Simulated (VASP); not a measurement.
# KBr (Fm-3m) in VASP: notebook, part 2 of 2

VASP 6.6.1.

### 4 Single point, r2SCANh

POSCAR

```
KBr
1.0
    0.0000000000      3.3022478291      3.3022478291
    3.3022478291      0.0000000000      3.3022478291
    3.3022478291      3.3022478291      0.0000000000
K Br
1 1
Direct
    0.0000000000      0.0000000000      0.0000000000
    0.5000000000      0.5000000000      0.5000000000
```

INCAR.step1

```
ALGO     = Normal         # electronic algorithm
EDIFF    = 1E-5           # SCF threshold, eV
ENCUT    = 520            # plane-wave cutoff, eV
GGA      = PE             # functional
ISIF     = 2              # what is computed and relaxed
ISMEAR   = 0              # smearing method
LASPH    = T              # aspherical terms in the spheres
LCHARG   = F              # write CHGCAR
LREAL    = F              # projectors in reciprocal space
LWAVE    = T              # write WAVECAR
NBANDS   = 15             # bands
NELM     = 60             # most SCF steps
PREC     = Accurate       # precision mode
SIGMA    = 0.01           # smearing width, eV
```

INCAR.step2

```
AEXX     = 0.1            # exact-exchange fraction
ALGO     = Normal         # electronic algorithm
EDIFF    = 1E-6           # SCF threshold, eV
ENCUT    = 520            # plane-wave cutoff, eV
ISIF     = 2              # what is computed and relaxed
ISMEAR   = 0              # smearing method
ISTART   = 1            
LASPH    = T              # aspherical terms in the spheres
LCHARG   = F              # write CHGCAR
LHFCALC  = T              # exact exchange
LMIXTAU  = T            
LREAL    = F              # projectors in reciprocal space
LWAVE    = F              # write WAVECAR
METAGGA  = R2SCAN         # meta-GGA
NBANDS   = 15             # bands
NELM     = 60             # most SCF steps
PREC     = Accurate       # precision mode
PRECFOCK = Normal       
SIGMA    = 0.01           # smearing width, eV
```

KPOINTS

```
k-points
0
Gamma
  4 4 4
```

Potentials or basis: VASP PAW PBE potentials, release 64 (K_sv, Br).

Started as:

```bash
$ cat potpaw_PBE.64/K_sv/POTCAR potpaw_PBE.64/Br/POTCAR > POTCAR
$ cp INCAR.step1 INCAR
$ mpirun -np 1 vasp_std > vasp.out
$ cp INCAR.step2 INCAR
$ mpirun -np 1 vasp_std > vasp.out
```

OUTCAR:

```text
AEXX = 0.1
   EDIFF = 1E-6
   ENCUT = 520
   ISIF = 2
   ISMEAR = 0
   ISTART = 1
   LASPH = T
   LHFCALC = T
   LREAL = F
   METAGGA = R2SCAN
   NELM = 60
   PREC = Accurate
   PRECFOCK = Normal

 ion  position               nearest neighbor table
   1  0.000  0.000  0.000-   2 3.30   2 3.30   2 3.30   2 3.30   2 3.30   2 3.30
   2  0.500  0.500  0.500-   1 3.30   1 3.30   1 3.30   1 3.30   1 3.30   1 3.30

  LATTYP: Found a face centered cubic cell.
 ALAT       =     6.6044956582

  Lattice vectors:

 A1 = (   0.0000000000,   3.3022478291,   3.3022478291)
 A2 = (   3.3022478291,   0.0000000000,   3.3022478291)
 A3 = (   3.3022478291,   3.3022478291,   0.0000000000)

Analysis of symmetry for initial positions (statically):
=====================================================================
 Subroutine PRICEL returns:
 Original cell was already a primitive cell.

 Routine SETGRP: Setting up the symmetry group for a
 face centered cubic supercell.

 Subroutine GETGRP returns: Found 48 space group operations
 (whereof 48 operations were pure point group operations)
 out of a pool of 48 trial point group operations.

The static configuration has the point symmetry O_h .

Analysis of symmetry for dynamics (positions and initial velocities):
=====================================================================
 Subroutine PRICEL returns:
 Original cell was already a primitive cell.

 Routine SETGRP: Setting up the symmetry group for a
 face centered cubic supercell.

 Subroutine GETGRP returns: Found 48 space group operations
 (whereof 48 operations were pure point group operations)
 out of a pool of 48 trial point group operations.

The dynamic configuration has the point symmetry O_h .

 Subroutine INISYM returns: Found 48 space group operations
 (whereof 48 operations are pure point group operations),
 and found     1 'primitive' translations

----------------------------------------------------------------------------------------

                                     Primitive cell

  volume of cell :      72.0210

  direct lattice vectors                    reciprocal lattice vectors
     0.000000000  3.302247829  3.302247829    -0.151412016  0.151412016  0.151412016
     3.302247829  0.000000000  3.302247829     0.151412016 -0.151412016  0.151412016
     3.302247829  3.302247829  0.000000000     0.151412016  0.151412016 -0.151412016

  length of vectors
     4.670083666  4.670083666  4.670083666     0.262253304  0.262253304  0.262253304

  position of ions in fractional coordinates (direct lattice)
     0.000000000  0.000000000  0.000000000
     0.500000000  0.500000000  0.500000000

  ion indices of the primitive-cell ions
   primitive index   ion index
                 1           1
                 2           2

----------------------------------------------------------------------------------------

 KPOINTS: k-points

Automatic generation of k-mesh.
 Grid dimensions read from file:
 generate k-points for:    4    4    4

 Generating k-lattice:
[... 32 lines left out ...]
   ions per type =               1   1
   NGX,Y,Z   is equivalent  to a cutoff of  12.82, 12.82, 12.82 a.u.
   NGXF,Y,Z  is equivalent  to a cutoff of  25.63, 25.63, 25.63 a.u.
 SYSTEM =  unknown system
   PREC   = accura    normal or accurate (medium, high low for compatibility)
   ISTART =      1    job   : 0-new  1-cont  2-samecut
   ICHARG =      0    charge: 1-file 2-atom 10-const
   ISPIN  =      1    spin polarized calculation?
   LNONCOLLINEAR =      F non collinear calculations
   LSORBIT =      F    spin-orbit coupling
   LASPH  =      T    aspherical Exc in radial PAW
   ENCUT  =  520.0 eV  38.22 Ry    6.18 a.u.   8.68  8.68  8.68*2*pi/ulx,y,z
   NELM   =     60;   NELMIN=  2; NELMDL=  0     # of ELM steps
   EDIFF  = 0.1E-05   stopping-criterion for ELM
   LREAL  =      F    real-space projection
   EDIFFG = 0.1E-04   stopping-criterion for IOM
   NSW    =      0    number of steps for IOM
   IBRION =     -1    ionic relax: 0-MD 1-quasi-New 2-CG
   NFREE  =      0    steps in history (QN), initial steepest desc. (CG)
   ISIF   =      2    stress and relaxation
   ISYM   =      3    0-nonsym 1-usesym 2-fastsym
   POTIM  = 0.5000    time-step for ionic-motion
   TEBEG  =    0.0;   TEEND  =   0.0 temperature during run
   PSTRESS=    0.0 pullay stress
   NELECT =      16.0000    total number of electrons
   NUPDOWN=      -1.0000    fix difference up-down
   EMIN   =  10.00;   EMAX   =-10.00  energy-range for DOS
   EFERMI =   0.00;   METHOD = LEGACY
   ISMEAR =     0;   SIGMA  =   0.01  broadening in eV -4-tet -1-fermi 0-gaus
   EFERMI_NEDOS =   21; number of points for ismear=-14 and -15
   IALGO  =     38    algorithm
   IMIX   =      1    mixing-type and parameters
     AMIX     =   0.40;   BMIX     =  1.00
     AMIX_MAG =   1.60;   BMIX_MAG =  1.00
  volume/ion in A,a.u.               =      36.01       243.01
  Fermi-wavevector in a.u.,A,eV,Ry     =   0.991506  1.873674 13.375661  0.983083
  Thomas-Fermi vector in A             =   2.123252
   LORBIT       =      0    0 simple, 1 ext, 2 COOP (PROOUT), +10 PAW based schemes
   METAGGA = R2SCAN    functional components
   LHFCALC =     T    Hartree Fock is set to
   PRECFOCK=normal    Normal, Fast or Accurate (Low or Medium for compatibility)
   ENCUT4O =  -1.0   cutoff for four orbital integrals eV
   NKREDX  =     1    reduce k-point grid by
   NKREDY  =     1    reduce k-point grid by
   NKREDZ  =     1    reduce k-point grid by
   AEXX    =    0.1000 exact exchange contribution
   HFSCREEN=    0.0000 screening length (either q_TF or 0.3 A-1)
   HFSCREENC=   0.0000 screening length for correlation (either q_TF or 0.3 A-1)
   ENCUTFOCK=  -1.0 apply spherical cutoff to Coloumb kernel
   IVDW    =     0    specifies the selected vdW correction
   LEPSILON=     F    determine dielectric tensor
   LRPA    =     F    only Hartree local field effects (RPA)
 non-spin polarized calculation
 Gauss-broadening in eV      SIGMA  =   0.01
  energy-cutoff  :      520.00
  volume of cell :       72.02
 maximum number of plane-waves:      1964
 NGX is ok and might be reduce to    36
  NGX = 28; NGY = 28; NGZ = 28

 number of electron      15.9999997 magnetization

 Free energy of the ion-electron system (eV)
  ---------------------------------------------------
  ext. energy  EPLUGINS =         0.00000000
  ---------------------------------------------------
  free energy    TOTEN  =       -22.16332300 eV

  energy without entropy =      -22.16332300  energy(sigma->0) =      -22.16332300

 E-fermi :  -2.4588     XC(G=0):  -7.0780

 val. band max:       -2.6033083391   @ k =   0.0000   0.0000   0.0000
 cond. band min:       3.1017089217   @ k =   0.0000   0.0000   0.0000
 fundamental gap:      5.7050172608
 Fermi energy:        -2.4588124663

 k-point     1 :       0.0000    0.0000    0.0000
  band No.  band energies     occupation
      1     -32.2251      2.00000
      2     -15.7019      2.00000
      3     -14.4938      2.00000
      4     -14.4938      2.00000
      5     -14.4938      2.00000
      6      -2.6033      2.00000
      7      -2.6033      2.00000
      8      -2.6033      2.00000
      9       3.1017      0.00000
     10       6.3773      0.00000
     11       6.3773      0.00000
     12       6.3773      0.00000
     13       7.3987      0.00000
     14       7.3987      0.00000
[... 113 lines left out ...]
      2     -15.6874      2.00000
      3     -14.5564      2.00000
      4     -14.5564      2.00000
      5     -14.3984      2.00000
      6      -3.2162      2.00000
      7      -3.2162      2.00000
      8      -3.1458      2.00000
      9       6.0358      0.00000
     10       6.0358      0.00000
     11       7.2188      0.00000
     12       8.0094      0.00000
     13       9.7148      0.00000
     14       9.8943      0.00000
     15      10.2204      0.00000

------------------------ aborting loop because EDIFF is reached ----------------------------------------

  FORCE on cell =-STRESS in cart. coord.  units (eV):
  Direction    XX          YY          ZZ          XY          YZ          ZX
  --------------------------------------------------------------------------------------
  -------------------------------------------------------------------------------------
  Total       -0.0052713     -0.0052713     -0.0052713      0.0000000     -0.0000000     -0.0000000
  in kB       -0.1172645     -0.1172645     -0.1172645      0.0000000     -0.0000000     -0.0000000
  external PRESSURE =      -0.1172645 kB  Pullay stress =       0.0000000 kB

 VOLUME and BASIS-vectors are now :
 -----------------------------------------------------------------------------
  energy-cutoff  :      520.00
  volume of cell :       72.02
      direct lattice vectors                 reciprocal lattice vectors
     0.000000000  3.302247829  3.302247829    -0.151412016  0.151412016  0.151412016
     3.302247829  0.000000000  3.302247829     0.151412016 -0.151412016  0.151412016
     3.302247829  3.302247829  0.000000000     0.151412016  0.151412016 -0.151412016

 POSITION                                       TOTAL-FORCE (eV/Angst)
 -----------------------------------------------------------------------------------
      0.00000      0.00000      0.00000         0.000000     -0.000000      0.000000
      3.30225      3.30225      3.30225         0.000000      0.000000     -0.000000
 -----------------------------------------------------------------------------------
    total drift:                                0.000000      0.000000      0.000000

  FREE ENERGIE OF THE ION-ELECTRON SYSTEM (eV)
  ---------------------------------------------------
  free  energy   TOTEN  =       -22.1633230048 eV

  energy  without entropy=      -22.1633230048  energy(sigma->0) =      -22.16332300
```

It took 14 min on 1 thread of Oxide Virtual Turin-like, shared host; peak memory 0.2 GiB.

Results:

| Property | Result |
| --- | --- |
| Free energy | -22.1633 eV |
| Pressure | 0.0 GPa |
| Band gap on the k mesh | 5.71 eV |

Caveat: the PAW data sets were made with another functional, which shifts forces and pressure a little.

### 5 Single point, HSE06

This run uses another cell than the first one, of 37.00 Å³/atom.

POSCAR

```
KBr
1.0
    0.0000000000      3.3323098170      3.3323098170
    3.3323098170      0.0000000000      3.3323098170
    3.3323098170      3.3323098170      0.0000000000
K Br
1 1
Direct
    0.0000000000      0.0000000000      0.0000000000
    0.5000000000      0.5000000000      0.5000000000
```

INCAR.step1

```
SYSTEM = KBr
ALGO     = Normal         ! electronic algorithm
EDIFF    = 1E-5           ! SCF threshold, eV
ENCUT    = 520            ! plane-wave cutoff, eV
GGA      = PE             ! functional
ISIF     = 2              ! what is computed and relaxed
ISMEAR   = -1             ! smearing method
LASPH    = .True.         ! aspherical terms in the spheres
LREAL    = .False.        ! projectors in reciprocal space
LWAVE    = .True.         ! write WAVECAR
NBANDS   = 15             ! bands
NELM     = 80             ! most SCF steps
PREC     = Accurate       ! precision mode
SIGMA    = 0.02           ! smearing width, eV
```

INCAR.step2

```
SYSTEM = KBr
ALGO     = Normal         ! electronic algorithm
EDIFF    = 1E-6           ! SCF threshold, eV
ENCUT    = 520            ! plane-wave cutoff, eV
GGA      = PE             ! functional
HFSCREEN = 0.2079         ! screening, 1/A
ISIF     = 2              ! what is computed and relaxed
ISMEAR   = -1             ! smearing method
ISTART   = 1            
LASPH    = .True.         ! aspherical terms in the spheres
LCHARG   = .True.         ! write CHGCAR
LELF     = .True.         ! ELF
LHFCALC  = .True.         ! exact exchange
LREAL    = .False.        ! projectors in reciprocal space
LVHAR    = .True.       
LWAVE    = .False.        ! write WAVECAR
NBANDS   = 15             ! bands
NELM     = 80             ! most SCF steps
PREC     = Accurate       ! precision mode
PRECFOCK = Normal       
SIGMA    = 0.02           ! smearing width, eV
```

KPOINTS

```
k-points
0
Gamma
  4 4 4
  0 0 0
```

Potentials or basis: VASP PAW PBE potentials, release 64 (K_sv, Br).

Started as:

```bash
$ cat potpaw_PBE.64/K_sv/POTCAR potpaw_PBE.64/Br/POTCAR > POTCAR
$ cp INCAR.step1 INCAR
$ mpirun -np 1 vasp_std > vasp.out
$ cp INCAR.step2 INCAR
$ mpirun -np 1 vasp_std > vasp.out
```

OUTCAR:

```text
SYSTEM = KBr
   EDIFF = 1E-6
   ENCUT = 520
   GGA = PE
   HFSCREEN = 0.2079
   ISIF = 2
   ISMEAR = -1
   ISTART = 1
   LASPH = .True.
   LHFCALC = .True.
   LREAL = .False.
   NELM = 80
   PREC = Accurate
   PRECFOCK = Normal

 ion  position               nearest neighbor table
   1  0.000  0.000  0.000-
   2  0.500  0.500  0.500-

  LATTYP: Found a face centered cubic cell.
 ALAT       =     6.6646196340

[... 317 lines left out ...]
     13       9.3210      0.00000
     14       9.7533      0.00000
     15       9.9165      0.00000

------------------------ aborting loop because EDIFF is reached ----------------------------------------

  FORCE on cell =-STRESS in cart. coord.  units (eV):
  Direction    XX          YY          ZZ          XY          YZ          ZX
  --------------------------------------------------------------------------------------
  -------------------------------------------------------------------------------------
  Total        0.0137655      0.0137655      0.0137655      0.0000000      0.0000000     -0.0000000
  in kB        0.2980142      0.2980142      0.2980142      0.0000000      0.0000000     -0.0000000
  external PRESSURE =       0.2980142 kB  Pullay stress =       0.0000000 kB

 VOLUME and BASIS-vectors are now :
 -----------------------------------------------------------------------------
  energy-cutoff  :      520.00
  volume of cell :       74.01
      direct lattice vectors                 reciprocal lattice vectors
     0.000000000  3.332309817  3.332309817    -0.150046072  0.150046072  0.150046072
     3.332309817  0.000000000  3.332309817     0.150046072 -0.150046072  0.150046072
     3.332309817  3.332309817  0.000000000     0.150046072  0.150046072 -0.150046072

 POSITION                                       TOTAL-FORCE (eV/Angst)
 -----------------------------------------------------------------------------------
      0.00000      0.00000      0.00000         0.000000      0.000000      0.000000
      3.33231      3.33231      3.33231        -0.000000     -0.000000     -0.000000
 -----------------------------------------------------------------------------------
    total drift:                                0.000000      0.000000      0.000000

  FREE ENERGIE OF THE ION-ELECTRON SYSTEM (eV)
  ---------------------------------------------------
  free  energy   TOTEN  =        -7.1725867163 eV

  energy  without entropy=       -7.1725867163  energy(sigma->0) =       -7.17258672
```

OUTCAR.step1:

```text
SYSTEM = KBr
   EDIFF = 1E-5
   ENCUT = 520
   GGA = PE
   ISIF = 2
   ISMEAR = -1
   LASPH = .True.
[... 345 lines left out ...]
      0.00000      0.00000      0.00000        -0.000000     -0.000000      0.000000
      3.33231      3.33231      3.33231         0.000000      0.000000     -0.000000
 -----------------------------------------------------------------------------------
    total drift:                                0.000000      0.000000      0.000000

  FREE ENERGIE OF THE ION-ELECTRON SYSTEM (eV)
  ---------------------------------------------------
  free  energy   TOTEN  =        -6.2217566674 eV

  energy  without entropy=       -6.2217566674  energy(sigma->0) =       -6.22175667
```

OSZICAR.step1:

```text
N       E                     dE             d eps       ncg     rms          rms(c)
DAV:   1     0.953101688776E+02    0.95310E+02   -0.68225E+03   240   0.931E+02
DAV:   2    -0.780695109156E-01   -0.95388E+02   -0.88305E+02   310   0.225E+02
DAV:   3    -0.618166415711E+01   -0.61036E+01   -0.60724E+01   324   0.497E+01
DAV:   4    -0.639969868422E+01   -0.21803E+00   -0.21800E+00   382   0.855E+00
DAV:   5    -0.640151348019E+01   -0.18148E-02   -0.18148E-02   317   0.883E-01    0.296E+00
DAV:   6    -0.622336428937E+01    0.17815E+00   -0.22685E-01   296   0.224E+00    0.216E+00
DAV:   7    -0.621125407388E+01    0.12110E-01   -0.10782E-01   303   0.175E+00    0.100E+00
DAV:   8    -0.622063327267E+01   -0.93792E-02   -0.11980E-02   263   0.790E-01    0.118E-01
DAV:   9    -0.622143528128E+01   -0.80201E-03   -0.84793E-04   317   0.174E-01    0.794E-02
DAV:  10    -0.622173829633E+01   -0.30302E-03   -0.31483E-04   247   0.101E-01    0.138E-02
DAV:  11    -0.622175460642E+01   -0.16310E-04   -0.28494E-05   305   0.286E-02    0.551E-03
DAV:  12    -0.622175666740E+01   -0.20610E-05   -0.43105E-06   183   0.136E-02
   1 F= -.62217567E+01 E0= -.62217567E+01  d E =-.653924E-11
```

Run time: 10 min. Hardware: 1 thread of Oxide Virtual Turin-like, shared host; peak memory 0.29 GiB.

Results:

```yaml
Free_energy: -7.1726 eV
Pressure: 0.0 GPa
Band_gap_on_the_k_mesh: 5.52 eV
```

Levels at points of the mesh, in eV from the valence-band top:
| k point | band 4 | band 5 | band 6 | band 7 | band 8 | band 9 | band 10 | band 11 | band 12 | band 13 |
| --- | --- | --- | --- | --- | --- | --- | --- | --- | --- | --- |
| (0.00, 0.00, 0.00) | -12.15 | -12.15 | 0.00 | 0.00 | 0.00 | 5.52 | 8.96 | 8.96 | 8.96 | 9.89 |
| (0.50, 0.00, 0.00) | -12.16 | -11.91 | -1.17 | -0.32 | -0.32 | 7.68 | 9.47 | 11.28 | 11.28 | 11.30 |
| (0.50, 0.50, 0.00) | -12.19 | -12.19 | -0.83 | -0.30 | -0.30 | 7.09 | 8.38 | 10.61 | 10.92 | 11.19 |

Caveat: the PAW data sets were made with another functional, which shifts forces and pressure a little.

### 6 Overview

```tsv
level	cell	smearing	share of exact exchange	screening parameter	gap on the mesh (eV)	pressure (GPa)
HSE06	a = 4.670 Å, angles 60.0°, 2 atoms	gaussian 0.01 eV	0.25	0.2079 1/Å	5.59	0.5
PBE0	a = 4.670 Å, angles 60.0°, 2 atoms	gaussian 0.01 eV	0.25	-	6.32	0.4
r2SCANh	a = 4.670 Å, angles 60.0°, 2 atoms	gaussian 0.01 eV	0.1	-	5.71	0.0
HSE06	a = 4.713 Å, angles 60.0°, 2 atoms	fermi-dirac 0.02 eV	0.25	0.2079 1/Å	5.52	0.0
```

Alike in all rows: task single point; potentials or basis VASP PAW PBE potentials, release 64 (K_sv, Br); no spin polarisation; k mesh 4 × 4 × 4; cutoff (eV) 520.

On the cell as given the gap runs from 5.59 eV (HSE06) to 6.32 eV (PBE0). The pressure there spans 0.0 GPa (r2SCANh) to 0.5 GPa (HSE06); a positive pressure means that this level wants a larger cell, a negative one a smaller.

Caveats: the PAW data sets were made with another functional, which shifts forces and pressure a little.

Absolute energies hang on the potentials; compare differences alone.
